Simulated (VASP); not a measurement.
Runs of VASP 6.6.1 on MgSi. The structure is that of space group P4/mmm (No. 123), or close to it. The cells are those of the table. 

```csv
cell,gap on the mesh (eV),pressure (GPa)
"a = 2.879, b = 2.879, c = 4.062 Å, 2 atoms",none,0.4
"a = 2.849, b = 2.849, c = 4.020 Å, 2 atoms",none,(b)
"a = 2.965, b = 2.965, c = 4.184 Å, 2 atoms",none,-4.6
"a = 2.908, b = 2.908, c = 4.103 Å, 2 atoms",none,(a)
"a = 2.937, b = 2.937, c = 4.144 Å, 2 atoms",none,-3.2
```

Alike in all rows: task single point; level PBEsol; potentials or basis VASP PAW PBE potentials, release 64 (Mg, Si); no spin polarisation; k mesh 10 × 10 × 7; cutoff (eV) 520; smearing fermi-dirac 0.1 eV.

**Question.** Estimate the missing entries.

**Answer.** (a) -1.5; (b) 2.7.

Caveats: the PAW data sets were made with another functional, which shifts forces and pressure a little.

A gap of «none» marks levels without a gap at the run's occupations.
